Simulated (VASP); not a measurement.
# Si (Fd-3m) in VASP: further runs

The runs below take Si through vibrations by perturbation theory, with LDA.

Program: VASP 6.6.1. These are calculated values, not measurements. Logs are shortened: lines on timing, memory, paths and dates and some standing lists are left out, and cuts for length are marked.

**1. The cell of the first run**

The structure is cubic, space group Fd-3m (No. 227). The conventional cell has a = 5.190 Å, b = 5.190 Å, c = 5.190 Å, α = 90.00°, β = 90.00°, γ = 90.00°. Within 3.0 Å of Si (site symmetry -43m) lie 4 Si at 2.25 Å.

**2. Vibrations by perturbation theory, LDA**

INCAR

```
SYSTEM = Si
  PREC = Accurate
  ENCUT = 520
  EDIFF = 1E-8
  ISMEAR = 0
  SIGMA = 0.01
  LREAL = .FALSE.
  LASPH = .TRUE.
  NELM = 60
  ALGO = Normal
  ISIF = 2
  LWAVE = .FALSE.
  LCHARG = .FALSE.
  GGA = CA
  IBRION = 8
  NSW = 1
```

KPOINTS

```
Automatic mesh
0
G
  8 8 8
  0 0 0
```

POSCAR

```
Si
1.0
    2.5947505324      2.5947505324      0.0000000000
   -2.5947505324      2.5947505324      0.0000000000
    0.0000000000      2.5947505324      2.5947505324
Si
2
Direct
    0.2500000000      0.7500000000      0.5000000000
    0.0000000000      0.0000000000      0.0000000000
```

Potentials or basis: VASP PAW LDA potentials, release 64 (Si).

Started as:

```console
> cat potpaw_LDA.64/Si/POTCAR > POTCAR
> mpirun -np 1 vasp_std > vasp.out
```

OUTCAR:

```text
SYSTEM = Si
   PREC = Accurate
   ENCUT = 520
   EDIFF = 1E-8
   ISMEAR = 0
   LREAL = .FALSE.
   LASPH = .TRUE.
   NELM = 60
   ISIF = 2
   GGA = CA
   IBRION = 8
   NSW = 1

 ion  position               nearest neighbor table
   1  0.250  0.750  0.500-   2 2.25   2 2.25   2 2.25   2 2.25
   2  0.000  0.000  0.000-   1 2.25   1 2.25   1 2.25   1 2.25

  LATTYP: Found a face centered cubic cell.
 ALAT       =     5.1895010648

  Lattice vectors:

 A1 = (   0.0000000000,   2.5947505324,   2.5947505324)
 A2 = (   2.5947505324,   0.0000000000,   2.5947505324)
 A3 = (   2.5947505324,   2.5947505324,   0.0000000000)

Analysis of symmetry for initial positions (statically):
=====================================================================
 Subroutine PRICEL returns:
 Original cell was already a primitive cell.

 Routine SETGRP: Setting up the symmetry group for a
 face centered cubic supercell.

 Subroutine GETGRP returns: Found 48 space group operations
 (whereof 24 operations were pure point group operations)
 out of a pool of 48 trial point group operations.

The static configuration has the point symmetry T_d .
 The point group associated with its full space group is O_h .

Analysis of symmetry for dynamics (positions and initial velocities):
=====================================================================
 Subroutine PRICEL returns:
 Original cell was already a primitive cell.

 Routine SETGRP: Setting up the symmetry group for a
 face centered cubic supercell.

 Subroutine GETGRP returns: Found 48 space group operations
 (whereof 24 operations were pure point group operations)
 out of a pool of 48 trial point group operations.

The dynamic configuration has the point symmetry T_d .
 The point group associated with its full space group is O_h .

 Subroutine INISYM returns: Found 48 space group operations
 (whereof 24 operations are pure point group operations),
 and found     1 'primitive' translations

----------------------------------------------------------------------------------------

                                     Primitive cell

  volume of cell :      34.9395

  direct lattice vectors                    reciprocal lattice vectors
     2.594750532  2.594750532  0.000000000     0.192696752  0.192696752 -0.192696752
    -2.594750532  2.594750532  0.000000000    -0.192696752  0.192696752 -0.192696752
     0.000000000  2.594750532  2.594750532     0.000000000  0.000000000  0.385393504

  length of vectors
     3.669531394  3.669531394  3.669531394     0.333760565  0.333760565  0.385393504

  position of ions in fractional coordinates (direct lattice)
     0.250000000  0.750000000  0.500000000
     0.000000000  0.000000000  0.000000000

  ion indices of the primitive-cell ions
   primitive index   ion index
                 1           1
                 2           2

----------------------------------------------------------------------------------------

 KPOINTS: Automatic mesh

Automatic generation of k-mesh.
 Grid dimensions read from file:
 generate k-points for:    8    8    8

 Generating k-lattice:

  Cartesian coordinates                     Fractional coordinates (reciprocal lattice)
     0.024087094  0.024087094 -0.024087094     0.125000000  0.000000000  0.000000000
    -0.024087094  0.024087094 -0.024087094     0.000000000  0.125000000  0.000000000
     0.000000000  0.000000000  0.048174188     0.000000000  0.000000000  0.125000000

  Length of vectors
     0.041720071  0.041720071  0.048174188
[... 74 lines left out ...]
     AMIX_MAG =   1.60;   BMIX_MAG =  1.00
  volume/ion in A,a.u.               =      17.47       117.89
  Fermi-wavevector in a.u.,A,eV,Ry     =   1.001534  1.892626 13.647612  1.003071
  Thomas-Fermi vector in A             =   2.133963
   LORBIT       =      0    0 simple, 1 ext, 2 COOP (PROOUT), +10 PAW based schemes
   GGA     = CA    functional components
   LHFCALC =     F    Hartree Fock is set to
   AEXX    =    0.0000 exact exchange contribution
   IVDW    =     0    specifies the selected vdW correction
   LEPSILON=     F    determine dielectric tensor
   LRPA    =     F    only Hartree local field effects (RPA)
 non-spin polarized calculation
 Gauss-broadening in eV      SIGMA  =   0.01
  energy-cutoff  :      520.00
  volume of cell :       34.94
 maximum number of plane-waves:       960
   NGX = 13   NGY = 13   NGZ = 13

--------------------------------------- Ionic step        1  -------------------------------------------

 number of electron       8.0000000 magnetization

 Free energy of the ion-electron system (eV)
  ---------------------------------------------------
  ext. energy  EPLUGINS =         0.00000000
  ---------------------------------------------------
  free energy    TOTEN  =       -11.72469204 eV

  energy without entropy =      -11.72469204  energy(sigma->0) =      -11.72469204

 E-fermi :   7.3560     XC(G=0): -10.1269

 val. band max:        7.2512503114   @ k =   0.0000   0.0000   0.0000
 cond. band min:       7.5298009631   @ k =  -0.3750   0.3750   0.0000
 fundamental gap:      0.2785506517
 Fermi energy:         7.3559717096

 k-point     1 :       0.0000    0.0000    0.0000
  band No.  band energies     occupation
      1      -5.6928      2.00000
      2       7.2513      2.00000
      3       7.2513      2.00000
      4       7.2513      2.00000
      5       9.8216      0.00000
      6       9.8216      0.00000
      7       9.8216      0.00000
      8      12.0902      0.00000
[... 243 lines left out ...]
 k-point    24 :       0.5000    0.2500    0.1250
  band No.  band energies     occupation
      1      -2.3888      2.00000
      2      -0.1029      2.00000
      3       3.3968      2.00000
      4       4.7670      2.00000
      5      10.1929      0.00000
      6      10.4973      0.00000
      7      13.4624      0.00000
      8      14.7075      0.00000

 [... further k-points ...]
[... 5 lines left out ...]
  --------------------------------------------------------------------------------------
  -------------------------------------------------------------------------------------
  Total        3.2860034      3.2860034      3.2860034     -0.0000000      0.0000000      0.0000000
  in kB      150.6821343    150.6821343    150.6821343     -0.0000000      0.0000000      0.0000000
  external PRESSURE =     150.6821343 kB  Pullay stress =       0.0000000 kB

 VOLUME and BASIS-vectors are now :
 -----------------------------------------------------------------------------
  energy-cutoff  :      520.00
  volume of cell :       34.94
      direct lattice vectors                 reciprocal lattice vectors
     2.594750532  2.594750532  0.000000000     0.192696752  0.192696752 -0.192696752
    -2.594750532  2.594750532  0.000000000    -0.192696752  0.192696752 -0.192696752
     0.000000000  2.594750532  2.594750532     0.000000000  0.000000000  0.385393504

 POSITION                                       TOTAL-FORCE (eV/Angst)
 -----------------------------------------------------------------------------------
     -1.29738      3.89213      1.29738         0.000000      0.000000      0.000000
      0.00000      0.00000      0.00000        -0.000000     -0.000000      0.000000
 -----------------------------------------------------------------------------------
    total drift:                                0.000000     -0.000000     -0.000000

  FREE ENERGIE OF THE ION-ELECTRON SYSTEM (eV)
  ---------------------------------------------------
  free  energy   TOTEN  =       -11.7246920404 eV

  energy  without entropy=      -11.7246920404  energy(sigma->0) =      -11.72469204

[... ionic steps 2 to 3 ...]

--------------------------------------- Ionic step        4  -------------------------------------------

 Free energy of the ion-electron system (eV)
  ---------------------------------------------------
  ---------------------------------------------------
  free energy    TOTEN  =        -0.01818512 eV

  energy without entropy =       -0.01818512

------------------------ aborting loop because EDIFF is reached ----------------------------------------

 INTERNAL STRAIN TENSOR  FOR ION    1  DIRECTION 1   (eV/Angst):
 -----------------------------------------------------------------------------
     0.02213  0.00000  0.00000
     0.00000 -0.01248-15.73323
     0.00000-15.73323 -0.01248

 INTERNAL STRAIN TENSOR FOR ION    2 for displacements in x,y,z  (eV/Angst):
          X           Y           Z          XY          YZ          ZX
  --------------------------------------------------------------------------------
  x    -0.00000     0.00000     0.00000     0.00000    15.73323     0.00000
  y     0.00000     0.00000     0.00000     0.00000     0.00000    15.73323
  z     0.00000     0.00000    -0.00000    15.73323     0.00000     0.00000

 SECOND DERIVATIVES (NOT SYMMETRIZED)
 ------------------------------------
               1X          1Y          1Z          2X          2Y          2Z
  1X   -17.305506    0.000000    0.000000   17.305506    0.000000    0.000000
  1Y     0.000000  -17.305506    0.000000    0.000000   17.305506    0.000000
  1Z     0.000000    0.000000  -17.305506    0.000000    0.000000   17.305506
  2X    17.305506    0.000000    0.000000  -17.305506    0.000000    0.000000
  2Y     0.000000   17.305506    0.000000    0.000000  -17.305506    0.000000
  2Z     0.000000    0.000000   17.305506    0.000000    0.000000  -17.305506

 Eigenvectors and eigenvalues of the dynamical matrix
 ----------------------------------------------------

   1 f  =   17.354842 THz   109.043688 2PiTHz  578.895217 cm-1    71.773827 meV
             X         Y         Z           dx          dy          dz
     -1.297375  3.892126  1.297375     0.000000   -0.426065   -0.564330
      0.000000  0.000000  0.000000     0.000000    0.426065    0.564330
[... 16 lines left out ...]
   5 f  =    0.000000 THz     0.000000 2PiTHz    0.000000 cm-1     0.000000 meV
             X         Y         Z           dx          dy          dz
     -1.297375  3.892126  1.297375     0.707107    0.000000    0.000000
      0.000000  0.000000  0.000000     0.707107    0.000000    0.000000

   6 f/i=    0.000000 THz     0.000002 2PiTHz    0.000011 cm-1     0.000001 meV
             X         Y         Z           dx          dy          dz
     -1.297375  3.892126  1.297375     0.000000   -0.694114   -0.134928
      0.000000  0.000000  0.000000     0.000000   -0.694114   -0.134928

--------------------------------------------------------------------------------------------------------

 ELASTIC MODULI CONTR FROM IONIC RELAXATION (kBar)
 Direction    XX          YY          ZZ          XY          YZ          ZX
 --------------------------------------------------------------------------------
 XX          -0.0000     -0.0000      0.0000     -0.0000      0.0000     -0.0000
 YY          -0.0000     -0.0000     -0.0000     -0.0000     -0.0000     -0.0000
 ZZ           0.0000     -0.0000     -0.0000      0.0000     -0.0000     -0.0000
 XY          -0.0000     -0.0000      0.0000   -655.9118      0.0000      0.0000
 YZ           0.0000     -0.0000     -0.0000      0.0000   -655.9118      0.0000
 ZX          -0.0000     -0.0000     -0.0000      0.0000      0.0000   -655.9118
 --------------------------------------------------------------------------------
```

Wall time 27 s (1 thread of Intel Xeon Platinum 8488C (Sapphire Rapids), shared host); peak memory 0.17 GiB.

Results:

```yaml
Highest_phonon_frequency_at_Γ: 579 cm⁻¹
```

Phonon frequencies in cm⁻¹ (negative: imaginary):
```tsv
q point	frequencies
(0.000, 0.000, 0.000)	0 0 0 579 579 579
```

Caveat: the cell wasn't relaxed at this level first, which shifts response properties.

**3. Vibrations by perturbation theory, LDA**

This run uses another cell than the first one, of 18.08 Å³/atom, 1.035 times its volume.

INCAR

```
ALGO     = Normal         # electronic algorithm
EDIFF    = 1E-8           # SCF threshold, eV
ENCUT    = 520            # plane-wave cutoff, eV
IBRION   = 8              # ionic algorithm
ISIF     = 2              # what is computed and relaxed
ISMEAR   = 0              # smearing method
LASPH    = True           # aspherical terms in the spheres
LCHARG   = False          # write CHGCAR
LREAL    = False          # projectors in reciprocal space
LWAVE    = False          # write WAVECAR
NBANDS   = 11             # bands
NELM     = 60             # most SCF steps
NSW      = 1              # ionic steps
PREC     = Accurate       # precision mode
SIGMA    = 0.01           # smearing width, eV
```

KPOINTS

```
k-points
0
Gamma
  8 8 8
```

POSCAR

```
Si
1.0
    2.6246204553      2.6246204553      0.0000000000
   -2.6246204553      2.6246204553      0.0000000000
    0.0000000000      2.6246204553      2.6246204553
Si
2
Direct
    0.2500000000      0.7500000000      0.5000000000
    0.0000000000      0.0000000000      0.0000000000
```

Potentials or basis: VASP PAW LDA potentials, release 64 (Si).

Started as:

```console
> cat potpaw_LDA.64/Si/POTCAR > POTCAR
> mpirun -np 1 vasp_std > vasp.out
```

OUTCAR:

```text
EDIFF = 1E-8
   ENCUT = 520
   IBRION = 8
   ISIF = 2
   ISMEAR = 0
   LASPH = True
   LREAL = False
   NELM = 60
   NSW = 1
   PREC = Accurate

 ion  position               nearest neighbor table
   1  0.250  0.750  0.500-   2 2.27   2 2.27   2 2.27   2 2.27
   2  0.000  0.000  0.000-   1 2.27   1 2.27   1 2.27   1 2.27

  LATTYP: Found a face centered cubic cell.
 ALAT       =     5.2492409106

  Lattice vectors:

 A1 = (   0.0000000000,   2.6246204553,   2.6246204553)
 A2 = (   2.6246204553,   0.0000000000,   2.6246204553)
 A3 = (   2.6246204553,   2.6246204553,   0.0000000000)

Analysis of symmetry for initial positions (statically):
=====================================================================
 Subroutine PRICEL returns:
 Original cell was already a primitive cell.

 Routine SETGRP: Setting up the symmetry group for a
 face centered cubic supercell.

 Subroutine GETGRP returns: Found 48 space group operations
[... 561 lines left out ...]
     0.02198  0.00000  0.00000
     0.00000 -0.01232-13.84387
     0.00000-13.84387 -0.01232

 INTERNAL STRAIN TENSOR FOR ION    2 for displacements in x,y,z  (eV/Angst):
          X           Y           Z          XY          YZ          ZX
  --------------------------------------------------------------------------------
  x     0.00000     0.00000     0.00000     0.00000    13.84387     0.00000
  y     0.00000     0.00000     0.00000     0.00000     0.00000    13.84387
  z     0.00000     0.00000     0.00000    13.84387     0.00000     0.00000

 SECOND DERIVATIVES (NOT SYMMETRIZED)
 ------------------------------------
               1X          1Y          1Z          2X          2Y          2Z
  1X   -16.162940    0.000000   -0.000000   16.162940   -0.000000    0.000000
  1Y    -0.000000  -16.162940    0.000000    0.000000   16.162940   -0.000000
  1Z    -0.000000    0.000000  -16.162940    0.000000   -0.000000   16.162940
  2X    16.162940   -0.000000    0.000000  -16.162940    0.000000   -0.000000
  2Y     0.000000   16.162940   -0.000000   -0.000000  -16.162940    0.000000
  2Z     0.000000   -0.000000   16.162940   -0.000000    0.000000  -16.162940

 Eigenvectors and eigenvalues of the dynamical matrix
 ----------------------------------------------------

   1 f  =   16.772148 THz   105.382514 2PiTHz  559.458639 cm-1    69.364000 meV
             X         Y         Z           dx          dy          dz
     -1.312310  3.936931  1.312310     0.707107   -0.000000   -0.000000
      0.000000  0.000000  0.000000    -0.707107    0.000000    0.000000
[... 16 lines left out ...]
   5 f  =    0.000000 THz     0.000000 2PiTHz    0.000000 cm-1     0.000000 meV
             X         Y         Z           dx          dy          dz
     -1.312310  3.936931  1.312310     0.707107   -0.000000   -0.000000
      0.000000  0.000000  0.000000     0.707107    0.000000    0.000000

   6 f/i=    0.000000 THz     0.000001 2PiTHz    0.000007 cm-1     0.000001 meV
             X         Y         Z           dx          dy          dz
     -1.312310  3.936931  1.312310    -0.000000    0.340629    0.619654
      0.000000  0.000000  0.000000    -0.000000    0.340629    0.619654

--------------------------------------------------------------------------------------------------------

 ELASTIC MODULI CONTR FROM IONIC RELAXATION (kBar)
 Direction    XX          YY          ZZ          XY          YZ          ZX
 --------------------------------------------------------------------------------
 XX           0.0000      0.0000      0.0000      0.0000      0.0000      0.0000
 YY           0.0000      0.0000      0.0000      0.0000      0.0000      0.0000
 ZZ           0.0000      0.0000      0.0000      0.0000      0.0000      0.0000
 XY           0.0000      0.0000      0.0000   -525.3825     -0.0000      0.0000
 YZ           0.0000      0.0000      0.0000     -0.0000   -525.3825     -0.0000
 ZX           0.0000      0.0000      0.0000      0.0000     -0.0000   -525.3825
 --------------------------------------------------------------------------------
```

OSZICAR:

```text
N       E                     dE             d eps       ncg     rms          rms(c)
DAV:   1     0.453980242214E+01    0.45398E+01   -0.32921E+03   641   0.570E+02
DAV:   2    -0.116419174396E+02   -0.16182E+02   -0.15189E+02   805   0.837E+01
DAV:   3    -0.121535329757E+02   -0.51162E+00   -0.51019E+00   794   0.126E+01
[... 23 lines left out ...]
RMM:   7    -0.180488743031E-01    0.62344E-06    0.22675E-07  3588   0.302E-04    0.497E-05
RMM:   8    -0.180490758245E-01   -0.20152E-06   -0.36983E-08  3683   0.640E-05    0.249E-05
RMM:   9    -0.180490631547E-01    0.12670E-07   -0.25548E-07  3768   0.356E-05    0.553E-06
RMM:  10    -0.180490438947E-01    0.19260E-07   -0.58203E-08  3771   0.256E-05    0.352E-06
RMM:  11    -0.180490330688E-01    0.10826E-07   -0.16247E-08  3325   0.229E-05    0.256E-07
RMM:  12    -0.180490335922E-01   -0.52342E-09   -0.45871E-09  2277   0.225E-05    0.908E-08
 Linear response finished
```

Run time: 40 s. Hardware: 1 thread of Intel Xeon Platinum 8488C (Sapphire Rapids), shared host; peak memory 0.19 GiB.

Results:

| Item | Value |
| --- | --- |
| Highest phonon frequency at Γ | 559 cm⁻¹ |

Phonon frequencies in cm⁻¹ (negative: imaginary):
| q point | frequencies |
| --- | --- |
| (0.000, 0.000, 0.000) | 0 0 0 559 559 559 |

Caveat: the cell wasn't relaxed at this level first, which shifts response properties.
